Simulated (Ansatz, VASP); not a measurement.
**One calculation of NaH, two programs**

```
Na H
1.0
    -0.26967    2.39703    2.22924
     2.39703   -0.26967    2.22924
     2.12737    2.12737    0.00000
Na H
1 1
Direct
  0.00000 0.00000 0.00000
  0.50000 0.50000 0.50000
```

Change from the starting cell: engineering shear strain xy -0.2250, normal strain along z -0.0700.

Alike in both runs: task single point; functional r2SCAN; k mesh 8 × 8 × 8; occupations fermi-dirac, width 0.2 eV; no spin polarisation.

|  | VASP | Ansatz |
| --- | --- | --- |
| version | VASP 6.6.1 | Ansatz 0.2.0 |
| potentials or method | VASP PAW PBE potentials, release 64 (Na_pv, H), cutoff 520 eV | scalar-relativistic, plane waves, PAW |
| valence electrons in the cell | 8 | 10 |

|  | VASP | Ansatz | Ansatz less VASP |
| --- | --- | --- | --- |
| gap on the k mesh at the Fermi level (eV) | 3.70 | 3.68 | -0.021 |
| least direct gap on the mesh (eV) | 5.28 | 5.29 | +0.007 |
| pressure (GPa) | 2.3 | 2.5 | +0.18 |
| traceless stress, the component that is largest in VASP (GPa) | 5.29 | 5.30 | +0.009 |

VASP's potentials were made for PBE, not for r2SCAN. The functional is the same, so the differences come from potentials, cutoffs and numerics. VASP's potentials hold 8 valence electrons a cell and Ansatz's 10, so a difference there can come from the potentials and not from the codes.
